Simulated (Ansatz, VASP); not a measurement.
Two plane-wave programs on BiRu

Contents of INCAR:

```
PREC     = Accurate       # precision mode
ENCUT    = 520            # plane-wave cutoff, eV
EDIFF    = 1E-6           # SCF threshold, eV
ISMEAR   = -1             # smearing method
SIGMA    = 0.08           # smearing width, eV
LREAL    = False          # projectors in reciprocal space
LASPH    = True           # aspherical terms in the spheres
NELM     = 80             # most SCF steps
ALGO     = Normal         # electronic algorithm
ISIF     = 2              # what is computed and relaxed
LWAVE    = False          # write WAVECAR
LCHARG   = True           # write CHGCAR
GGA      = CA             # functional
LELF     = True           # ELF
LVHAR    = True         
NBANDS   = 22             # bands
```

KPOINTS

```
Automatic mesh
0
Gamma
  13 13 13
```

The input POSCAR:

```
BiRu
1.0
    0.0000000000      2.1529457473      2.1529457473
    2.1529457473      0.0000000000      2.1529457473
    2.1529457473      2.1529457473      0.0000000000
Ru Bi
1 1
Direct
    0.0000000000      0.0000000000      0.0000000000
    0.5000000000      0.5000000000      0.5000000000
```

Input for Ansatz:

```yaml
crystal:
  lattice:
    - [0.0, 2.1529457473, 2.1529457473]
    - [2.1529457473, 0.0, 2.1529457473]
    - [2.1529457473, 2.1529457473, 0.0]
  atoms:
    - { symbol: Ru, position: [0.0, 0.0, 0.0] }
    - { symbol: Bi, position: [0.5, 0.5, 0.5] }
kpoints:
  mp_grid: { grid: [13, 13, 13] }
scf:
  occupations: { method: fermi_dirac, width: 0.08 }
hamiltonian:
  xc: lda
  pseudopotentials: { kind: paw }
output:
  forces: true
  stress: true
  eigenvalues: true
  populations: true
```

Change from the starting cell: volume scaled by 0.5, PAW files.

Alike in both runs: task single point; functional LDA; k mesh 13 × 13 × 13; occupations fermi-dirac, width 0.08 eV; no spin polarisation.

```csv
,VASP,Ansatz
version,VASP 6.6.1,Ansatz 0.2.0
potentials or method,"VASP PAW LDA potentials, release 64 (Ru_pv, Bi_d)","PAW with Ansatz's default frozen-core files, scalar-relativistic"
plane-wave cutoff (eV),520,420
valence electrons in the cell,29,31
```

|  | VASP | Ansatz | Ansatz less VASP |
| --- | --- | --- | --- |
| pressure (GPa) | 538.2 | 530.6 | -7.58 |

LDA's correlation is that of Perdew and Zunger in VASP and of Perdew and Wang (1992) in Ansatz. Both programs put the cell under a high pressure, so it lies far from rest at this level. VASP's potentials hold 29 valence electrons a cell and Ansatz's 31, so a difference there can come from the potentials and not from the codes.

Spin-orbit coupling is off throughout. Noted on VASP's run: the cell as given lies far from equilibrium.
